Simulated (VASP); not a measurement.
# B47N48 (a cell with a defect) in VASP: single point with PBEsol

Aim: the single point of B47N48 (a cell with a defect) with PBEsol.

Program: VASP 6.6.1. These are calculated values, not measurements. Logs are shortened: lines on timing, memory, paths and dates and some standing lists are left out, and cuts for length are marked.

## Step 1: The cell of the first run

The cell holds a defect, 95 atoms: a = 7.623 Å, b = 8.802 Å, c = 8.407 Å, α = 90.00°, β = 90.00°, γ = 90.00°.

## Step 2: Single point, PBEsol

Input file INCAR:

```
SYSTEM = B47N48
  PREC = Accurate
  ENCUT = 520
  EDIFF = 1E-6
  ISMEAR = -1
  SIGMA = 0.05
  LREAL = Auto
  LASPH = .True.
  NELM = 100
  ALGO = Normal
  ISIF = 2
  LWAVE = .False.
  LCHARG = .False.
  GGA = PS
  NBANDS = 244
  NELECT = 384.0
  ISYM = 0
```

Input file KPOINTS:

```
Automatic mesh
0
Gamma
  1 1 1
  0.25 0.25 0.25
```

Input file POSCAR:

```
B47N48
1.0
    7.6229900000      0.0000000000      0.0000000000
    0.0000000000      8.8022710000      0.0000000000
    0.0000000000      0.0000000000      8.4065820000
B N
47 48
Direct
    0.0000430000      0.1671000000      0.0003930000
    0.0000150000      0.1676230000      0.4983380000
    0.3332390000      0.1672930000      0.0015240000
    0.3336920000      0.1724250000      0.4974160000
    0.1672180000      0.4158270000      0.0016030000
    0.1726850000      0.4130890000      0.4973980000
    0.0000670000      0.6655270000      0.9997040000
    0.0000670000      0.6639930000      0.4983740000
    0.6668670000      0.1672800000      0.0015460000
    0.6664080000      0.1724190000      0.4973750000
    0.5000430000      0.4165480000      0.0044870000
    0.3340840000      0.6663580000      0.0013280000
    0.3389030000      0.6640330000      0.4973520000
    0.1667850000      0.9167330000      0.9997380000
    0.1658610000      0.9168400000      0.4988760000
    0.8329150000      0.4158300000      0.0015990000
    0.8274840000      0.4129830000      0.4973890000
    0.6660590000      0.6663610000      0.0013340000
    0.6613480000      0.6639700000      0.4974030000
    0.5000590000      0.9170980000      0.0000040000
    0.5000510000      0.9182650000      0.4983130000
    0.8333190000      0.9167460000      0.9997410000
    0.8342010000      0.9168550000      0.4988660000
    0.1668510000      0.0834620000      0.2513130000
    0.1676910000      0.0844710000      0.7489960000
    0.9999170000      0.3348650000      0.2523940000
    0.0000340000      0.3346660000      0.7488790000
    0.4999420000      0.0835300000      0.2508410000
    0.5000170000      0.0845310000      0.7484480000
    0.3328960000      0.3329850000      0.2575400000
    0.3391050000      0.3363580000      0.7485990000
    0.1673490000      0.5827130000      0.2507210000
    0.1680840000      0.5821960000      0.7481770000
    0.0000010000      0.8324800000      0.2498870000
    0.0000000000      0.8327110000      0.7488680000
    0.8331140000      0.0834570000      0.2513290000
    0.8323120000      0.0844460000      0.7489950000
    0.6669840000      0.3329750000      0.2575540000
    0.6609640000      0.3363210000      0.7486280000
    0.5000010000      0.5839890000      0.2571810000
    0.5000370000      0.5772580000      0.7482820000
    0.3328530000      0.8327560000      0.2510180000
    0.3337300000      0.8318030000      0.7486710000
    0.8326960000      0.5827570000      0.2507230000
    0.8320160000      0.5822140000      0.7481930000
    0.6671370000      0.8327700000      0.2510380000
    0.6663030000      0.8318200000      0.7486890000
    0.0000040000      0.1669580000      0.1873110000
    0.0000620000      0.1668670000      0.6871160000
    0.3333950000      0.1647510000      0.1868450000
    0.3336050000      0.1669260000      0.6873030000
    0.1656890000      0.4174280000      0.1868910000
    0.1674940000      0.4165680000      0.6874770000
    0.0000710000      0.6667650000      0.1866750000
    0.0000880000      0.6662950000      0.6865950000
    0.6666230000      0.1647280000      0.1868510000
    0.6665250000      0.1668710000      0.6872830000
    0.5000340000      0.4167000000      0.1895380000
    0.5000840000      0.4165990000      0.7030440000
    0.3317410000      0.6674070000      0.1866910000
    0.3337110000      0.6662800000      0.6870840000
    0.1661010000      0.9165600000      0.1866000000
    0.1664590000      0.9165030000      0.6871680000
    0.8343390000      0.4174550000      0.1868930000
    0.8326690000      0.4165370000      0.6875150000
    0.6683820000      0.6674230000      0.1867040000
    0.6664590000      0.6663040000      0.6870950000
    0.5000430000      0.9159020000      0.1870100000
    0.5000530000      0.9165070000      0.6867010000
    0.8339950000      0.9165600000      0.1866050000
    0.8336460000      0.9165100000      0.6871780000
    0.1641570000      0.0803950000      0.4373560000
    0.1663040000      0.0830710000      0.9371920000
    0.9998770000      0.3343430000      0.4382510000
    0.0000050000      0.3330530000      0.9374450000
    0.4999280000      0.0838440000      0.4364610000
    0.4999730000      0.0833900000      0.9370220000
    0.3186880000      0.3250730000      0.4313670000
    0.3317250000      0.3322990000      0.9413530000
    0.1673530000      0.5829480000      0.4363110000
    0.1668480000      0.5831010000      0.9368400000
    0.0000050000      0.8312810000      0.4367490000
    0.9999830000      0.8328900000      0.9367240000
    0.8357720000      0.0803850000      0.4373710000
    0.8336690000      0.0830590000      0.9371920000
    0.6812050000      0.3250460000      0.4313770000
    0.6682590000      0.3322550000      0.9413720000
    0.5000750000      0.6002580000      0.4310220000
    0.5000040000      0.5850980000      0.9411550000
    0.3309000000      0.8366300000      0.4371290000
    0.3332450000      0.8336680000      0.9369360000
    0.8327450000      0.5830340000      0.4363100000
    0.8331570000      0.5831080000      0.9368340000
    0.6690780000      0.8367310000      0.4371120000
    0.6667230000      0.8336830000      0.9369490000
```

Potentials or basis: VASP PAW PBE potentials, release 64 (B, N).

Launch:

```console
$ cat potpaw_PBE.64/B/POTCAR potpaw_PBE.64/N/POTCAR > POTCAR
$ mpirun -np 1 vasp_std > vasp.out
```

OUTCAR:

```text
SYSTEM = B47N48
   PREC = Accurate
   ENCUT = 520
   EDIFF = 1E-6
   ISMEAR = -1
   LREAL = Auto
   LASPH = .True.
   NELM = 100
   ISIF = 2
   GGA = PS
   NELECT = 384.0
   ISYM = 0

 ion  position               nearest neighbor table
   1  0.000  0.167  0.000-  75 1.55  73 1.56  85 1.56  48 1.57
   2  0.000  0.168  0.498-  74 1.55  72 1.55  84 1.56  49 1.59
   3  0.333  0.167  0.002-  79 1.54  50 1.56  77 1.57  73 1.57
   4  0.334  0.172  0.497-  78 1.46  76 1.57  51 1.60  72 1.61
   5  0.167  0.416  0.002-  79 1.54  52 1.56  75 1.56  81 1.57
   6  0.173  0.413  0.497-  78 1.47  74 1.57  80 1.58  53 1.60
[... 75 lines left out ...]
  82  0.000  0.831  0.437-   8 1.56  23 1.56  15 1.56  34 1.57
  83  1.000  0.833  0.937-  22 1.56  14 1.56   7 1.57  35 1.58
  84  0.836  0.080  0.437-  23 1.53   2 1.56  36 1.56  10 1.61
  85  0.834  0.083  0.937-  22 1.56   1 1.56   9 1.57  37 1.58
  86  0.681  0.325  0.431-  10 1.46  17 1.47  38 1.47
  87  0.668  0.332  0.941-   9 1.54  16 1.54  11 1.57  39 1.62
  88  0.500  0.600  0.431-  13 1.46  19 1.46  40 1.47
  89  0.500  0.585  0.941-  12 1.54  18 1.54  11 1.58  41 1.62
  90  0.331  0.837  0.437-  15 1.53  21 1.56  42 1.56  13 1.60
  91  0.333  0.834  0.937-  14 1.56  20 1.56  12 1.57  43 1.58
  92  0.833  0.583  0.436-   8 1.55  44 1.56  19 1.57  17 1.58
  93  0.833  0.583  0.937-   7 1.56  18 1.57  16 1.57  45 1.59
  94  0.669  0.837  0.437-  23 1.53  21 1.56  46 1.56  19 1.60
  95  0.667  0.834  0.937-  22 1.56  20 1.56  18 1.57  47 1.58

IMPORTANT INFORMATION: All symmetrisations will be switched off!
NOSYMM: (Re-)initialisation of all symmetry stuff for point group C_1.

----------------------------------------------------------------------------------------

                                     Primitive cell

  volume of cell :     564.0785

  direct lattice vectors                    reciprocal lattice vectors
     7.622990000  0.000000000  0.000000000     0.131182121  0.000000000  0.000000000
     0.000000000  8.802271000  0.000000000     0.000000000  0.113607045  0.000000000
     0.000000000  0.000000000  8.406582000     0.000000000  0.000000000  0.118954410

  length of vectors
     7.622990000  8.802271000  8.406582000     0.131182121  0.113607045  0.118954410

  position of ions in fractional coordinates (direct lattice)
     0.000043000  0.167100000  0.000393000
     0.000015000  0.167623000  0.498338000
     0.333239000  0.167293000  0.001524000
     0.333692000  0.172425000  0.497416000
     0.167218000  0.415827000  0.001603000
     0.172685000  0.413089000  0.497398000
[... 87 lines left out ...]
     0.669078000  0.836731000  0.437112000
     0.666723000  0.833683000  0.936949000

  ion indices of the primitive-cell ions
   primitive index   ion index
                 1           1
                 2           2
                 3           3
                 4           4
                 5           5
                 6           6
[... 87 lines left out ...]
                94          94
                95          95

----------------------------------------------------------------------------------------

 KPOINTS: Automatic mesh

Automatic generation of k-mesh.
 Grid dimensions read from file:
 generate k-points for:    1    1    1

 Generating k-lattice:

  Cartesian coordinates                     Fractional coordinates (reciprocal lattice)
     0.131182121  0.000000000  0.000000000     1.000000000  0.000000000  0.000000000
     0.000000000  0.113607045  0.000000000     0.000000000  1.000000000  0.000000000
     0.000000000  0.000000000  0.118954410     0.000000000  0.000000000  1.000000000

  Length of vectors
     0.131182121  0.113607045  0.118954410

  Shift w.r.t. Gamma in fractional coordinates (k-lattice)
     0.250000000  0.250000000  0.250000000

 Subroutine IBZKPT returns following result:
 ===========================================

 Found      4 irreducible k-points:

 Following reciprocal coordinates:
            Coordinates               Weight
  0.250000  0.250000  0.250000      2.000000
  0.250000 -0.250000 -0.250000      2.000000
 -0.250000 -0.250000  0.250000      2.000000
 -0.250000  0.250000 -0.250000      2.000000
   k-points           NKPTS =      4   k-points in BZ     NKDIM =      4   number of bands    NBANDS=    244
   number of dos      NEDOS =    301   number of ions     NIONS =     95
   total plane-waves  NPLWV = 268800
   dimension x,y,z NGX =    60 NGY =   70 NGZ =   64
   dimension x,y,z NGXF=   120 NGYF=  140 NGZF=  128
   ions per type =              47  48
   NGX,Y,Z   is equivalent  to a cutoff of  13.09, 13.22, 12.66 a.u.
   NGXF,Y,Z  is equivalent  to a cutoff of  26.17, 26.44, 25.31 a.u.
 SYSTEM =  B47N48
   PREC   = accura    normal or accurate (medium, high low for compatibility)
   ISTART =      0    job   : 0-new  1-cont  2-samecut
   ICHARG =      2    charge: 1-file 2-atom 10-const
   ISPIN  =      1    spin polarized calculation?
   LNONCOLLINEAR =      F non collinear calculations
   LSORBIT =      F    spin-orbit coupling
   LASPH  =      T    aspherical Exc in radial PAW
   ENCUT  =  520.0 eV  38.22 Ry    6.18 a.u.  14.17 16.37 15.63*2*pi/ulx,y,z
   NELM   =    100;   NELMIN=  2; NELMDL= -5     # of ELM steps
   EDIFF  = 0.1E-05   stopping-criterion for ELM
   LREAL  =      T    real-space projection
   EDIFFG = 0.1E-04   stopping-criterion for IOM
   NSW    =      0    number of steps for IOM
   IBRION =     -1    ionic relax: 0-MD 1-quasi-New 2-CG
   NFREE  =      0    steps in history (QN), initial steepest desc. (CG)
   ISIF   =      2    stress and relaxation
   ISYM   =      0    0-nonsym 1-usesym 2-fastsym
   POTIM  = 0.5000    time-step for ionic-motion
   TEBEG  =    0.0;   TEEND  =   0.0 temperature during run
   PSTRESS=    0.0 pullay stress
   NELECT =     384.0000    total number of electrons
   NUPDOWN=      -1.0000    fix difference up-down
   EMIN   =  10.00;   EMAX   =-10.00  energy-range for DOS
   EFERMI =   0.00;   METHOD = LEGACY
   ISMEAR =    -1;   SIGMA  =   0.05  broadening in eV -4-tet -1-fermi 0-gaus
   EFERMI_NEDOS =   21; number of points for ismear=-14 and -15
   IALGO  =     38    algorithm
   IMIX   =      4    mixing-type and parameters
     AMIX     =   0.40;   BMIX     =  1.00
     AMIX_MAG =   1.60;   BMIX_MAG =  1.00
  volume/ion in A,a.u.               =       5.94        40.07
  Fermi-wavevector in a.u.,A,eV,Ry     =   1.440142  2.721474 28.218615  2.074010
  Thomas-Fermi vector in A             =   2.558919
   LORBIT       =      0    0 simple, 1 ext, 2 COOP (PROOUT), +10 PAW based schemes
   GGA     = PS    functional components
   LHFCALC =     F    Hartree Fock is set to
   AEXX    =    0.0000 exact exchange contribution
   IVDW    =     0    specifies the selected vdW correction
   LEPSILON=     F    determine dielectric tensor
   LRPA    =     F    only Hartree local field effects (RPA)
 non-spin polarized calculation
  energy-cutoff  :      520.00
  volume of cell :      564.08
 maximum number of plane-waves:     15183
 NGX is ok and might be reduce to    60
   NGX = 29   NGY = 33   NGZ = 31

 number of electron     383.9999977 magnetization

 Free energy of the ion-electron system (eV)
  ---------------------------------------------------
  ext. energy  EPLUGINS =         0.00000000
  ---------------------------------------------------
  free energy    TOTEN  =      -838.54073568 eV

  energy without entropy =     -838.54073568  energy(sigma->0) =     -838.54073568

 E-fermi :  10.3470     XC(G=0): -13.0137

 val. band max:        9.0623702759   @ k =   0.2500  -0.2500  -0.2500
 cond. band min:      13.2497086914   @ k =   0.2500   0.2500   0.2500
 fundamental gap:      4.1873384155
 Fermi energy:        10.3469998550

 k-point     1 :       0.2500    0.2500    0.2500
  band No.  band energies     occupation
      1     -12.9296      2.00000
      2     -12.2081      2.00000
      3     -12.1323      2.00000
      4     -11.9922      2.00000
      5     -11.3988      2.00000
      6     -11.3030      2.00000
[... 817 lines left out ...]
    203      14.5467      0.00000
    204      14.5919      0.00000
 [bands above 204 left out]

------------------------ aborting loop because EDIFF is reached ----------------------------------------

  FORCE on cell =-STRESS in cart. coord.  units (eV):
  Direction    XX          YY          ZZ          XY          YZ          ZX
  --------------------------------------------------------------------------------------
  -------------------------------------------------------------------------------------
  Total       43.9999823     45.0149109     42.5115596     -0.0828556      0.0615069     -0.0029089
  in kB      124.9751150    127.8578620    120.7474815     -0.2353386      0.1747007     -0.0082622
  external PRESSURE =     124.5268195 kB  Pullay stress =       0.0000000 kB

 VOLUME and BASIS-vectors are now :
 -----------------------------------------------------------------------------
  energy-cutoff  :      520.00
  volume of cell :      564.08
      direct lattice vectors                 reciprocal lattice vectors
     7.622990000  0.000000000  0.000000000     0.131182121  0.000000000  0.000000000
     0.000000000  8.802271000  0.000000000     0.000000000  0.113607045  0.000000000
     0.000000000  0.000000000  8.406582000     0.000000000  0.000000000  0.118954410

 POSITION                                       TOTAL-FORCE (eV/Angst)
 -----------------------------------------------------------------------------------
      0.00033      1.47086      0.00330        -0.009344      0.000374     -0.001832
      0.00011      1.47546      4.18932        -0.006283     -0.000900      0.011735
      2.54028      1.47256      0.01281        -0.012144     -0.001308      0.002684
      2.54373      1.51773      4.18157         0.002632     -0.007080      0.016712
      1.27470      3.66022      0.01348        -0.016887      0.001710     -0.000207
      1.31638      3.63612      4.18142        -0.026931      0.016365      0.022466
[... 87 lines left out ...]
      5.10037      7.36513      3.67462         0.010263     -0.016186      0.006383
      5.08242      7.33830      7.87654         0.014240     -0.001721     -0.006275
 -----------------------------------------------------------------------------------
    total drift:                               -0.001384     -0.002893      0.015867

  FREE ENERGIE OF THE ION-ELECTRON SYSTEM (eV)
  ---------------------------------------------------
  free  energy   TOTEN  =      -838.5407356791 eV

  energy  without entropy=     -838.5407356791  energy(sigma->0) =     -838.54073568
```

Run time: 19 min. Hardware: 1 thread of Intel Xeon Platinum 8488C (Sapphire Rapids), shared host; peak memory 0.76 GiB.

Results:

| Property | Result |
| --- | --- |
| Free energy | -838.5407 eV |
| Largest force | 0.050 eV/Å |

Forces on the atoms (eV/Å):
```
B   -0.009  0.000 -0.002
B   -0.006 -0.001  0.012
B   -0.012 -0.001  0.003
B    0.003 -0.007  0.017
B   -0.017  0.002  0.000
B   -0.027  0.016  0.022
B   -0.010  0.006  0.005
B   -0.002  0.002  0.008
B   -0.012 -0.003  0.001
B   -0.027 -0.018  0.023
B   -0.006 -0.003 -0.003
B   -0.017 -0.002  0.001
B   -0.042 -0.016  0.023
B   -0.013  0.000  0.001
B   -0.009 -0.003  0.007
B   -0.011 -0.001  0.000
B   -0.021  0.037  0.023
B   -0.007 -0.001  0.002
B    0.008  0.002  0.010
B   -0.014 -0.008 -0.002
B   -0.012  0.001  0.006
B   -0.007 -0.004  0.003
B   -0.003 -0.006  0.009
B    0.006  0.001  0.003
B    0.009 -0.005  0.003
B    0.013 -0.002  0.001
B    0.006 -0.004  0.007
B    0.012  0.004  0.004
B    0.005  0.010  0.001
B    0.020  0.005 -0.013
B   -0.007 -0.006 -0.004
B    0.006  0.007  0.004
B    0.006  0.005  0.005
B    0.008  0.003  0.005
B    0.010 -0.003  0.008
B    0.003 -0.001  0.000
B    0.011 -0.001  0.005
B    0.001  0.006 -0.014
B    0.021 -0.007 -0.006
B    0.011 -0.013 -0.016
B    0.007  0.018 -0.003
B    0.004 -0.004  0.004
B    0.003  0.003  0.004
B    0.003  0.003  0.004
B    0.001 -0.002  0.003
B    0.012 -0.002  0.000
B    0.007  0.002  0.001
N   -0.004  0.001 -0.003
N   -0.010 -0.001 -0.007
N   -0.007 -0.002 -0.005
N   -0.015 -0.009 -0.008
N   -0.008  0.001  0.001
N   -0.014 -0.006 -0.002
N   -0.008 -0.006  0.001
N   -0.009  0.003 -0.003
N   -0.003  0.000 -0.002
N   -0.005  0.003 -0.004
N   -0.011  0.001 -0.005
N   -0.010 -0.001 -0.019
N   -0.009  0.003  0.000
N   -0.006  0.006 -0.003
N   -0.006 -0.002  0.001
N   -0.006  0.005 -0.002
N   -0.004 -0.001 -0.001
N   -0.005  0.001 -0.010
N   -0.005  0.004 -0.005
N   -0.006  0.000 -0.002
N   -0.010  0.002 -0.003
N   -0.007 -0.003  0.001
N   -0.009 -0.001  0.000
N   -0.008  0.001 -0.006
N    0.014  0.003  0.000
N    0.010 -0.003 -0.005
N    0.037  0.004 -0.003
N    0.009  0.002 -0.011
N    0.017 -0.004 -0.006
N    0.014  0.003 -0.005
N    0.030 -0.006 -0.005
N    0.016 -0.002 -0.007
N    0.000  0.016 -0.003
N    0.013  0.000 -0.009
N    0.005 -0.005 -0.003
N    0.012  0.001 -0.002
N    0.008  0.007 -0.003
N    0.009  0.000 -0.005
N   -0.006  0.015  0.002
N    0.009  0.009 -0.008
N    0.006 -0.022 -0.002
N    0.013 -0.002 -0.005
N    0.011  0.009 -0.002
N    0.012  0.001 -0.004
N    0.006 -0.014  0.002
N    0.010  0.000 -0.005
N    0.010 -0.016  0.006
N    0.014 -0.002 -0.006
```

Caveat: the cell carries a net charge on a neutralising background, which shifts energy and pressure; the cell is charged against a uniform background, so pressure and absolute levels hang on convention; the PAW data sets were made with another functional, which shifts forces and pressure a little.
